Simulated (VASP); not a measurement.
# CaO in VASP: further runs, part 2 of 2

VASP 6.6.1. Earlier steps stand in the parts before.

**5. Single point, r2SCAN (atom 1 (Ca) moved 0.02 Å along y)**

File POSCAR:

```
CaO
1.0
    2.9029088165      0.0000000000      0.0000000000
    0.0000000000      2.9029088165      0.0000000000
    0.0000000000      0.0000000000      2.9029088165
Ca O
1 1
Direct
    0.0000000000      0.0068896411      0.0000000000
    0.5000000000      0.5000000000      0.5000000000
```

File INCAR.step1:

```
  ALGO = Normal
  EDIFF = 1E-4
  ENCUT = 520
  GGA = PE
  ISMEAR = 0
  LASPH = True
  LCHARG = False
  LREAL = False
  LWAVE = True
  NBANDS = 15
  NELM = 80
  PREC = Accurate
  SIGMA = 0.05
```

File INCAR.step2:

```
  ALGO = Normal
  EDIFF = 1E-6
  ENCUT = 520
  ISIF = 2
  ISMEAR = 0
  ISTART = 1
  LASPH = True
  LCHARG = False
  LMIXTAU = True
  LREAL = False
  LWAVE = False
  METAGGA = R2SCAN
  NBANDS = 15
  NELM = 80
  PREC = Accurate
  SIGMA = 0.05
```

File KPOINTS:

```
k-points
0
Gamma
  8 8 8
```

Command:

```bash
> cat potpaw_PBE.64/Ca_sv/POTCAR potpaw_PBE.64/O/POTCAR > POTCAR
> cp INCAR.step1 INCAR
> mpirun -np 1 vasp_std > vasp.out
> cp INCAR.step2 INCAR
> mpirun -np 1 vasp_std > vasp.out
```

It took 40 s on 1 thread of Intel Xeon Platinum 8559C (Emerald Rapids), shared host; peak memory 0.16 GiB.

The run converged. Its results:

* Free energy: -18.5057 eV
* Pressure: 1.1 GPa
* Largest force: 0.025 eV/Å
* Band gap on the k mesh: 3.28 eV, indirect (least direct gap 3.58 eV)

Forces on the atoms (eV/Å):
```
Ca   0.000 -0.025  0.000
O    0.000  0.025  0.000
```

Levels at points of the mesh, in eV from the valence-band top:
```csv
k point,band 4,band 5,band 6,band 7,band 8,band 9,band 10,band 11,band 12,band 13
"(0.00, 0.00, 0.00)",-20.39,-17.41,-0.31,-0.30,-0.30,3.28,3.28,6.11,9.07,9.07
"(0.50, 0.00, 0.00)",-20.26,-16.16,-3.79,-0.80,-0.80,4.28,7.82,8.79,8.80,9.37
"(0.00, 0.50, 0.00)",-20.26,-16.16,-3.79,-0.80,-0.80,4.28,7.82,8.80,8.80,9.37
"(0.50, 0.50, 0.00)",-20.16,-16.73,-2.15,-2.15,0.00,4.48,5.35,7.19,7.19,10.48
"(0.50, 0.00, 0.50)",-20.16,-16.73,-2.15,-2.15,0.00,4.48,5.36,7.19,7.19,10.48
"(0.50, 0.50, 0.50)",-21.12,-16.21,-3.46,-3.46,-3.46,8.62,8.62,8.62,10.61,10.61
```

Caveat: the cell differs from its parent crystal (atom 1 (Ca) moved 0.02 Å along y); the PAW data sets were made with another functional, which shifts forces and pressure a little. A k mesh can miss the band edges.

**6. Single point, r2SCAN**

This run uses another cell than the first one, of 12.35 Å³/atom, 0.978 times its volume.

File POSCAR:

```
CaO
1.0
    2.9029088165      0.0000000000      0.0000000000
    0.0000000000      2.9029088165      0.0000000000
    0.0000000000      0.0000000000      2.9319379047
Ca O
1 1
Direct
    0.0000000000      0.0000000000      0.0000000000
    0.5000000000      0.5000000000      0.5000000000
```

File INCAR.step1:

```
SYSTEM = CaO
ALGO     = Normal         ! electronic algorithm
EDIFF    = 1E-4           ! SCF threshold, eV
ENCUT    = 520            ! plane-wave cutoff, eV
GGA      = PE             ! functional
ISMEAR   = 0              ! smearing method
LASPH    = .True.         ! aspherical terms in the spheres
LCHARG   = .False.        ! write CHGCAR
LREAL    = .False.        ! projectors in reciprocal space
LWAVE    = .True.         ! write WAVECAR
NBANDS   = 15             ! bands
NELM     = 60             ! most SCF steps
PREC     = Accurate       ! precision mode
SIGMA    = 0.05           ! smearing width, eV
```

File INCAR.step2:

```
SYSTEM = CaO
ALGO     = Normal         ! electronic algorithm
EDIFF    = 1E-6           ! SCF threshold, eV
ENCUT    = 520            ! plane-wave cutoff, eV
ISIF     = 2              ! what is computed and relaxed
ISMEAR   = 0              ! smearing method
ISTART   = 1            
LASPH    = .True.         ! aspherical terms in the spheres
LCHARG   = .False.        ! write CHGCAR
LMIXTAU  = .True.       
LREAL    = .False.        ! projectors in reciprocal space
LWAVE    = .False.        ! write WAVECAR
METAGGA  = R2SCAN         ! meta-GGA
NBANDS   = 15             ! bands
NELM     = 60             ! most SCF steps
PREC     = Accurate       ! precision mode
SIGMA    = 0.05           ! smearing width, eV
```

File KPOINTS:

```
k-points
0
Gamma
  8 8 8
  0 0 0
```

Potentials or basis: VASP PAW PBE potentials, release 64 (Ca_sv, O).

Command:

```bash
> cat potpaw_PBE.64/Ca_sv/POTCAR potpaw_PBE.64/O/POTCAR > POTCAR
> cp INCAR.step1 INCAR
> mpirun -np 1 vasp_std > vasp.out
> cp INCAR.step2 INCAR
> mpirun -np 1 vasp_std > vasp.out
```

OUTCAR:

```text
SYSTEM = CaO
   EDIFF = 1E-6
   ENCUT = 520
   ISIF = 2
   ISMEAR = 0
   ISTART = 1
   LASPH = .True.
   LREAL = .False.
   METAGGA = R2SCAN
   NELM = 60
   PREC = Accurate

 ion  position               nearest neighbor table
   1  0.000  0.000  0.000-   2 2.52   2 2.52   2 2.52   2 2.52   2 2.52   2 2.52   2 2.52   2 2.52

   2  0.500  0.500  0.500-   1 2.52   1 2.52   1 2.52   1 2.52   1 2.52   1 2.52   1 2.52   1 2.52

  LATTYP: Found a simple tetragonal cell.
 ALAT       =     2.9029088165
 C/A-ratio  =     1.0100000000

  Lattice vectors:

 A1 = (   2.9029088165,   0.0000000000,   0.0000000000)
 A2 = (   0.0000000000,   2.9029088165,   0.0000000000)
 A3 = (   0.0000000000,   0.0000000000,   2.9319379047)

Analysis of symmetry for initial positions (statically):
=====================================================================
 Subroutine PRICEL returns:
 Original cell was already a primitive cell.

 Routine SETGRP: Setting up the symmetry group for a
 simple tetragonal supercell.

 Subroutine GETGRP returns: Found 16 space group operations
 (whereof 16 operations were pure point group operations)
 out of a pool of 16 trial point group operations.

The static configuration has the point symmetry D_4h.

Analysis of symmetry for dynamics (positions and initial velocities):
=====================================================================
 Subroutine PRICEL returns:
 Original cell was already a primitive cell.

 Routine SETGRP: Setting up the symmetry group for a
 simple tetragonal supercell.

 Subroutine GETGRP returns: Found 16 space group operations
 (whereof 16 operations were pure point group operations)
 out of a pool of 16 trial point group operations.

The dynamic configuration has the point symmetry D_4h.

 Subroutine INISYM returns: Found 16 space group operations
 (whereof 16 operations are pure point group operations),
 and found     1 'primitive' translations

----------------------------------------------------------------------------------------

                                     Primitive cell

  volume of cell :      24.7071
[... 115 lines left out ...]
   LHFCALC =     F    Hartree Fock is set to
   AEXX    =    0.0000 exact exchange contribution
   IVDW    =     0    specifies the selected vdW correction
   LEPSILON=     F    determine dielectric tensor
   LRPA    =     F    only Hartree local field effects (RPA)
 non-spin polarized calculation
 Gauss-broadening in eV      SIGMA  =   0.05
  energy-cutoff  :      520.00
  volume of cell :       24.71
 maximum number of plane-waves:       691
 NGX is ok and might be reduce to    24
   NGX = 11   NGY = 11   NGZ = 11

 number of electron      15.9999995 magnetization

 Free energy of the ion-electron system (eV)
  ---------------------------------------------------
  ext. energy  EPLUGINS =         0.00000000
  ---------------------------------------------------
  free energy    TOTEN  =       -18.50492447 eV

  energy without entropy =      -18.50492447  energy(sigma->0) =      -18.50492447

 E-fermi :   4.2312     XC(G=0): -11.8449

 val. band max:        3.8666488216   @ k =   0.5000   0.0000   0.5000
 cond. band min:       7.1159077772   @ k =   0.0000   0.0000   0.0000
 fundamental gap:      3.2492589556
 Fermi energy:         4.2312017456

 k-point     1 :       0.0000    0.0000    0.0000
  band No.  band energies     occupation
      1     -37.0045      2.00000
      2     -16.6057      2.00000
      3     -16.5852      2.00000
      4     -16.5852      2.00000
      5     -13.5424      2.00000
      6       3.4740      2.00000
      7       3.5658      2.00000
      8       3.5658      2.00000
      9       7.1159      0.00000
     10       7.1199      0.00000
     11       9.8329      0.00000
     12      12.8253      0.00000
     13      12.8253      0.00000
     14      12.8775      0.00000
[... 401 lines left out ...]
      2     -17.9601      2.00000
      3     -16.6289      2.00000
      4     -16.5955      2.00000
      5     -12.4437      2.00000
      6       0.4861      2.00000
      7       2.5719      2.00000
      8       3.1483      2.00000
      9       8.6718      0.00000
     10      11.0677      0.00000
     11      11.5570      0.00000
     12      12.3825      0.00000
     13      12.5861      0.00000
     14      16.2159      0.00000
     15      18.5385      0.00000

 [... further k-points ...]
[... 5 lines left out ...]
  --------------------------------------------------------------------------------------
  -------------------------------------------------------------------------------------
  Total        0.1810689      0.1810689     -0.4330460      0.0000000      0.0000000     -0.0000000
  in kB       11.7417547     11.7417547    -28.0816809      0.0000000      0.0000000     -0.0000000
  external PRESSURE =      -1.5327238 kB  Pullay stress =       0.0000000 kB

 VOLUME and BASIS-vectors are now :
 -----------------------------------------------------------------------------
  energy-cutoff  :      520.00
  volume of cell :       24.71
      direct lattice vectors                 reciprocal lattice vectors
     2.902908817  0.000000000  0.000000000     0.344482057  0.000000000  0.000000000
     0.000000000  2.902908817  0.000000000     0.000000000  0.344482057  0.000000000
     0.000000000  0.000000000  2.931937905     0.000000000  0.000000000  0.341071343

 POSITION                                       TOTAL-FORCE (eV/Angst)
 -----------------------------------------------------------------------------------
      0.00000      0.00000      0.00000         0.000000      0.000000      0.000000
      1.45145      1.45145      1.46597         0.000000      0.000000      0.000000
 -----------------------------------------------------------------------------------
    total drift:                                0.000000      0.000000     -0.000000

  FREE ENERGIE OF THE ION-ELECTRON SYSTEM (eV)
  ---------------------------------------------------
  free  energy   TOTEN  =       -18.5049244678 eV

  energy  without entropy=      -18.5049244678  energy(sigma->0) =      -18.50492447
```

Run time: 42 s. Hardware: 1 thread of Intel Xeon Platinum 8559C (Emerald Rapids), shared host; peak memory 0.16 GiB.

Results:

| Property | Result |
| --- | --- |
| Free energy | -18.5049 eV |
| Pressure | -0.2 GPa |
| Band gap on the k mesh | 3.25 eV, indirect (least direct gap 3.55 eV) |

Stress tensor (GPa, compression positive):
```
 1.17  0.00  0.00
 0.00  1.17  0.00
 0.00  0.00 -2.81
```

Caveat: the PAW data sets were made with another functional, which shifts forces and pressure a little. r2SCAN opens gaps a little over a GGA but as a rule still falls short of measured ones.

**7. The runs side by side**

```tsv
cell	gap on the mesh (eV)	pressure (GPa)
a = 2.934 Å, 2 atoms	3.28	-2.7
a = 2.941 Å, 2 atoms	3.28	-3.5
a = 2.969 Å, 2 atoms	3.29	-6.3
a = 2.903 Å, 2 atoms	3.28	1.1
a = 2.903, b = 2.903, c = 2.932 Å, 2 atoms	3.25	-0.2
```

Alike in all rows: task single point; level r2SCAN; potentials or basis VASP PAW PBE potentials, release 64 (Ca_sv, O); no spin polarisation; k mesh 8 × 8 × 8; cutoff (eV) 520; smearing gaussian 0.05 eV.

Caveats: the PAW data sets were made with another functional, which shifts forces and pressure a little.

Total energies depend on the potentials used, so only differences within one code and one set of settings carry meaning.
